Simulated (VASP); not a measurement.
# Si3N4 (Pm-3m) in VASP: a series of runs, part 2 of 2

VASP 6.6.1.

**3. Relaxation of cell and atoms, PBE**

This run uses another cell than the first one, of 7.99 Å³/atom, 0.995 times its volume.

The input, INCAR:

```
PREC = Accurate
ENCUT = 600
EDIFF = 1E-7
ISMEAR = 0
SIGMA = 0.1
LREAL = F
LASPH = T
NELM = 80
ALGO = Normal
ISIF = 3
LWAVE = F
LCHARG = F
GGA = PE
IBRION = 2
NSW = 100
EDIFFG = -0.01
```

The input, KPOINTS:

```
Automatic mesh
0
Gamma
  10 10 10
```

The input, POSCAR:

```
Si3N4
1.0
    3.8236709560      0.0000000000      0.0000000000
    0.0000000000      3.8236709560      0.0000000000
    0.0000000000      0.0000000000      3.8236709560
Si N
3 4
Direct
    0.5000000000      0.5000000000      0.0000000000
    0.0000000000      0.5000000000      0.5000000000
    0.5000000000      0.0000000000      0.5000000000
    0.5000000000      0.5000000000      0.5000000000
    0.5000000000      0.0000000000      0.0000000000
    0.0000000000      0.5000000000      0.0000000000
    0.0000000000      0.0000000000      0.5000000000
```

Potentials or basis: VASP PAW PBE potentials, release 64 (Si, N).

The run is started by

```
$ cat potpaw_PBE.64/Si/POTCAR potpaw_PBE.64/N/POTCAR > POTCAR
$ mpirun -np 1 vasp_std > vasp.out
```

OUTCAR:

```text
PREC = Accurate
   ENCUT = 600
   EDIFF = 1E-7
   ISMEAR = 0
   LREAL = F
   LASPH = T
   NELM = 80
   ISIF = 3
   GGA = PE
   IBRION = 2
   NSW = 100
   EDIFFG = -0.01

 ion  position               nearest neighbor table
   1  0.500  0.500  0.000-   4 1.91   5 1.91   6 1.91   4 1.91   5 1.91   6 1.91   3 2.70   3 2.70
                             3 2.70   2 2.70   3 2.70   2 2.70   2 2.70   2 2.70
   2  0.000  0.500  0.500-   4 1.91   6 1.91   7 1.91   6 1.91   7 1.91   4 1.91   3 2.70   3 2.70
                             1 2.70   1 2.70   3 2.70   1 2.70   1 2.70   3 2.70
   3  0.500  0.000  0.500-   4 1.91   5 1.91   7 1.91   5 1.91   4 1.91   7 1.91   2 2.70   1 2.70
                             2 2.70   1 2.70   1 2.70   2 2.70   1 2.70   2 2.70
   4  0.500  0.500  0.500-   1 1.91   2 1.91   3 1.91   1 1.91   3 1.91   2 1.91
   5  0.500  0.000  0.000-   1 1.91   3 1.91   3 1.91   1 1.91
   6  0.000  0.500  0.000-   1 1.91   2 1.91   2 1.91   1 1.91
   7  0.000  0.000  0.500-   2 1.91   3 1.91   2 1.91   3 1.91

  LATTYP: Found a simple cubic cell.
 ALAT       =     3.8236709560

  Lattice vectors:

 A1 = (   3.8236709560,   0.0000000000,   0.0000000000)
 A2 = (   0.0000000000,   3.8236709560,   0.0000000000)
 A3 = (   0.0000000000,   0.0000000000,   3.8236709560)

Analysis of symmetry for initial positions (statically):
=====================================================================
 Subroutine PRICEL returns:
 Original cell was already a primitive cell.

 Routine SETGRP: Setting up the symmetry group for a
 simple cubic supercell.

 Subroutine GETGRP returns: Found 48 space group operations
 (whereof 48 operations were pure point group operations)
 out of a pool of 48 trial point group operations.

The static configuration has the point symmetry O_h .

Analysis of symmetry for dynamics (positions and initial velocities):
=====================================================================
 Subroutine PRICEL returns:
[... 142 lines left out ...]
  Thomas-Fermi vector in A             =   2.486047
   LORBIT       =      0    0 simple, 1 ext, 2 COOP (PROOUT), +10 PAW based schemes
   GGA     = PE    functional components
   LHFCALC =     F    Hartree Fock is set to
   AEXX    =    0.0000 exact exchange contribution
   IVDW    =     0    specifies the selected vdW correction
   LEPSILON=     F    determine dielectric tensor
   LRPA    =     F    only Hartree local field effects (RPA)
 conjugate gradient relaxation of ions
 non-spin polarized calculation
 Gauss-broadening in eV      SIGMA  =   0.10
  energy-cutoff  :      600.00
  volume of cell :       55.90
 maximum number of plane-waves:      1888
 NGX is ok and might be reduce to    32
   NGX = 15   NGY = 15   NGZ = 15

--------------------------------------- Ionic step        1  -------------------------------------------

 number of electron      31.9999989 magnetization

 Free energy of the ion-electron system (eV)
  ---------------------------------------------------
  ext. energy  EPLUGINS =         0.00000000
  ---------------------------------------------------
  free energy    TOTEN  =       -49.74451022 eV

  energy without entropy =      -49.73871554  energy(sigma->0) =      -49.74161288

------------------------ aborting loop because EDIFF is reached ----------------------------------------

  FORCE on cell =-STRESS in cart. coord.  units (eV):
  Direction    XX          YY          ZZ          XY          YZ          ZX
  --------------------------------------------------------------------------------------
  -------------------------------------------------------------------------------------
  Total        0.4263730      0.4263730      0.4263730      0.0000000     -0.0000000     -0.0000000
  in kB       12.2196495     12.2196495     12.2196495      0.0000000     -0.0000000     -0.0000000
  external PRESSURE =      12.2196495 kB  Pullay stress =       0.0000000 kB
[... 69 lines left out ...]
--------------------------------------- Ionic step        3  -------------------------------------------

 number of electron      31.9999989 magnetization

 Free energy of the ion-electron system (eV)
  ---------------------------------------------------
  ext. energy  EPLUGINS =         0.00000000
  ---------------------------------------------------
  free energy    TOTEN  =       -49.74544899 eV

  energy without entropy =      -49.73970516  energy(sigma->0) =      -49.74257707

 E-fermi :  11.9547     XC(G=0): -12.5888

 val. band max:       11.9486135778   @ k =   0.5000   0.4000   0.3000
 cond. band min:      11.9649046582   @ k =   0.5000   0.5000   0.4000
 fundamental gap:      0.0162910803
 Fermi energy:        11.9547318025

 k-point     1 :       0.0000    0.0000    0.0000
  band No.  band energies     occupation
      1     -10.2064      2.00000
      2      -4.3580      2.00000
      3      -3.1227      2.00000
      4      -3.1227      2.00000
      5       0.3466      2.00000
      6       0.3466      2.00000
[... 541 lines left out ...]
     19      16.0474      0.00000
     20      16.6252      0.00000

 [... further k-points ...]
[... 5 lines left out ...]
  --------------------------------------------------------------------------------------
  -------------------------------------------------------------------------------------
  Total        0.0018371      0.0018371      0.0018371      0.0000000     -0.0000000      0.0000000
  in kB        0.0524184      0.0524184      0.0524184      0.0000000     -0.0000000      0.0000000
  external PRESSURE =       0.0524184 kB  Pullay stress =       0.0000000 kB
[... 22 lines left out ...]
  FREE ENERGIE OF THE ION-ELECTRON SYSTEM (eV)
  ---------------------------------------------------
  free  energy   TOTEN  =       -49.7454489872 eV

  energy  without entropy=      -49.7397051572  energy(sigma->0) =      -49.74257707

 reached required accuracy - stopping structural energy minimisation
```

OSZICAR:

```text
N       E                     dE             d eps       ncg     rms          rms(c)
DAV:   1     0.155776741494E+03    0.15578E+03   -0.18209E+04  2240   0.171E+03
[... 28 lines left out ...]
DAV:   2    -0.497455569198E+02    0.98398E-03   -0.29981E-03  2472   0.384E-01    0.900E-02
DAV:   3    -0.497454692988E+02    0.87621E-04   -0.30718E-04  2732   0.139E-01    0.319E-02
DAV:   4    -0.497454509578E+02    0.18341E-04   -0.27235E-05  2536   0.439E-02    0.140E-02
DAV:   5    -0.497454482195E+02    0.27383E-05   -0.67383E-06  2520   0.181E-02    0.665E-03
DAV:   6    -0.497454486333E+02   -0.41377E-06   -0.44464E-07  2504   0.617E-03    0.295E-03
DAV:   7    -0.497454489335E+02   -0.30016E-06   -0.12838E-07  1360   0.327E-03    0.804E-04
DAV:   8    -0.497454489872E+02   -0.53710E-07   -0.44697E-08  1316   0.187E-03
   3 F= -.49745449E+02 E0= -.49742577E+02  d E =-.938766E-03
```

Wall time 46 s (1 thread of Intel Xeon 6975P-C (Granite Rapids), shared host); peak memory 0.21 GiB.

What came out:

```
Free energy                            : -49.7454 eV
Relaxed volume                         : 8.02 Å³/atom
Relaxed cell                           : a = 3.829 Å, b = 3.829 Å, c = 3.829 Å, α = 90.00°, β = 90.00°, γ = 90.00°
Space group after relaxing (to 0.05 Å) : Pm-3m (No. 221)
Energy gained by relaxing              : 0.1 meV/atom
Ionic steps                            : 3
Pressure after relaxing                : 0.0 GPa
Band gap on the k mesh                 : zero (band 16 reaches 12.21 eV, above the bottom of band 17 at 11.41 eV)
```

The path:
```tsv
step	energy change (eV)	largest force (eV/Å)	pressure (GPa)	volume (Å³)
1	0.0000	0.0000	1.22	55.90
2	0.0000	0.0000	-1.17	56.40
3	-0.0009	0.0000	0.01	56.15
```

Final structure:
```
Si N
1.0
     3.82933    0.00000    0.00000
     0.00000    3.82933    0.00000
     0.00000    0.00000    3.82933
Si N
3 4
Direct
  0.50000 0.50000 0.00000
  0.00000 0.50000 0.50000
  0.50000 0.00000 0.50000
  0.50000 0.50000 0.50000
  0.50000 0.00000 0.00000
  0.00000 0.50000 0.00000
  0.00000 0.00000 0.50000
```

Levels at points of the mesh, in eV from the Fermi level:
| k point | band 12 | band 13 | band 14 | band 15 | band 16 | band 17 | band 18 | band 19 | band 20 |
| --- | --- | --- | --- | --- | --- | --- | --- | --- | --- |
| (0.00, 0.00, 0.00) | -5.18 | -5.18 | -1.31 | -1.31 | -0.34 | -0.34 | -0.34 | 2.45 | 3.20 |
| (0.50, 0.00, 0.00) | -5.10 | -5.10 | -2.54 | -1.34 | -1.34 | 3.32 | 3.42 | 3.74 | 4.13 |
| (0.50, 0.50, 0.00) | -4.30 | -4.30 | -3.50 | -2.87 | -0.03 | 3.55 | 5.40 | 5.40 | 5.69 |
| (0.50, 0.50, 0.50) | -3.29 | -3.29 | -3.29 | 0.25 | 0.25 | 3.04 | 4.45 | 4.45 | 4.45 |
